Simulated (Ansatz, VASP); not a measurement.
## MgO in VASP and in Ansatz

Contents of POSCAR:

```
MgO
1.0
    3.3868637024      0.0000000000      0.0000000000
   -1.6934318512      2.9331100054      0.0000000000
    0.0000000000      0.0000000000      5.1853974035
Mg O
2 2
Direct
    0.3333333333      0.6666666667     -0.0086890121
    0.6666666667      0.3333333333      0.4913109879
    0.3333333333      0.6666666667      0.3836890121
    0.6666666667      0.3333333333      0.8836890121
```

INCAR.step1

```
PREC = Accurate
ENCUT = 520
EDIFF = 1E-5
ISMEAR = 0
SIGMA = 0.01
LREAL = False
LASPH = True
NELM = 100
ALGO = Normal
ISIF = 2
LWAVE = True
LCHARG = False
NBANDS = 16
GGA = PE
```

File INCAR.step2:

```
PREC = Accurate
ENCUT = 520
EDIFF = 1E-6
ISMEAR = 0
SIGMA = 0.01
LREAL = False
LASPH = True
NELM = 100
ALGO = Normal
ISIF = 2
LWAVE = False
LCHARG = False
GGA = PE
LHFCALC = True
HFSCREEN = 0.2079
PRECFOCK = Normal
NBANDS = 16
ISTART = 1
```

The input KPOINTS:

```
Automatic mesh
0
Gamma
  6 6 4
```

Input for Ansatz:

```yaml
crystal:
  lattice:
    - [3.3868637024, 0.0, 0.0]
    - [-1.6934318512, 2.9331100054, 0.0]
    - [0.0, 0.0, 5.1853974035]
  atoms:
    - { symbol: Mg, position: [0.3333333333, 0.6666666667, -0.0086890121] }
    - { symbol: Mg, position: [0.6666666667, 0.3333333333, 0.4913109879] }
    - { symbol: O, position: [0.3333333333, 0.6666666667, 0.3836890121] }
    - { symbol: O, position: [0.6666666667, 0.3333333333, 0.8836890121] }
kpoints:
  mp_grid: { grid: [6, 6, 4] }
  band_path:
    path:
      - [0.0, 0.0, 0.0]
      - [0.5, 0.0, 0.0]
      - [0.3333333333, 0.3333333333, 0.0]
      - [0.0, 0.0, 0.5]
      - [0.5, 0.0, 0.5]
      - [0.3333333333, 0.3333333333, 0.5]
    npoints: 1
hamiltonian:
  xc: hse06
scf:
  occupations: { method: fixed }
  n_extra_bands: 5
output:
  forces: true
  stress: true
  eigenvalues: true
```

Change from the starting cell: hydrostatic strain +3.0%.

Alike in both runs: task single point; functional HSE06; k mesh 6 × 6 × 4; no spin polarisation.

|  | VASP | Ansatz |
| --- | --- | --- |
| version | VASP 6.6.1 | Ansatz 0.2.0 |
| potentials or method | VASP PAW PBE potentials, release 64 (Mg, O) | plane waves, PAW |
| plane-wave cutoff (eV) | 520 | 420 |
| occupations | gaussian, width 0.01 eV | fixed |
| valence electrons in the cell | 16 | 32 |

```tsv
	VASP	Ansatz	Ansatz less VASP
gap on the k mesh at the Fermi level (eV)	4.62	4.65	+0.031
pressure (GPa)	-9.6	-9.4	+0.19
traceless stress, the component that is largest in VASP (GPa)	1.41	1.38	-0.033
rms of the force components (eV/Å)	0.003	0.003	+0.0004
```

Atom by atom the forces differ by 0.000 eV/Å (rms over components). VASP's potentials hold 16 valence electrons a cell and Ansatz's 32, so a difference there can come from the potentials and not from the codes. Ansatz's warnings: stress exchange threshold loose, stress scf threshold loose.
